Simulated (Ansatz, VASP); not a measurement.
# BeTe: VASP beside Ansatz

File INCAR:

```
SYSTEM = BeTe
PREC = Accurate ; ENCUT = 520
EDIFF = 1E-6 ; ISMEAR = 0
SIGMA = 0.018000000000000002 ; LREAL = .FALSE.
LASPH = .TRUE. ; NELM = 60
ALGO = Normal ; ISIF = 2
LWAVE = .FALSE. ; LCHARG = .FALSE.
GGA = PE ; NBANDS = 11
```

The input KPOINTS:

```
Automatic mesh
0
G
  8 8 8
  0 0 0
```

POSCAR

```
BeTe
1.0
    0.0000000000      2.7700000000      2.7700000000
    2.7700000000      0.0000000000      2.7700000000
    2.7700000000      2.7700000000      0.0000000000
Te Be
1 1
Direct
    0.7500000000      0.7500000000      0.7500000000
    0.0000000000      0.0000000000      0.0000000000
```

Contents of input.yaml:

```yaml
crystal:
  lattice:
    - [0.0, 2.77, 2.77]
    - [2.77, 0.0, 2.77]
    - [2.77, 2.77, 0.0]
  atoms:
    - { symbol: Te, position: [0.75, 0.75, 0.75] }
    - { symbol: Be, position: [0.0, 0.0, 0.0] }
kpoints:
  mp_grid: { grid: [8, 8, 8] }
scf:
  occupations: { method: gaussian, width: 0.018 }
hamiltonian:
  xc: pbe
  pseudopotentials: { kind: all_electron, lapw: { basis_error: 0.001 } }
output:
  forces: true
  stress: true
  eigenvalues: true
```

Alike in both runs: task single point; functional PBE; k mesh 8 × 8 × 8; occupations gaussian, width 0.018 eV; no spin polarisation.

|  | VASP | Ansatz |
| --- | --- | --- |
| version | VASP 6.6.1 | Ansatz 0.2.0 |
| potentials or method | VASP PAW PBE potentials, release 64 (Te, Be), cutoff 520 eV | all-electron LAPW, scalar-relativistic |

VASP gave:

```
gap on the k mesh at the Fermi level (eV) : 1.85
least direct gap on the mesh (eV)         : 3.56
pressure (GPa)                            : 4.5
```

Problem. Estimate Ansatz's values.

Solution. gap on the k mesh at the Fermi level (eV): 1.86; least direct gap on the mesh (eV): 3.59; pressure (GPa): 4.3.

Ansatz ran all-electron here, and VASP with PAW potentials.

Spin-orbit coupling is off throughout.
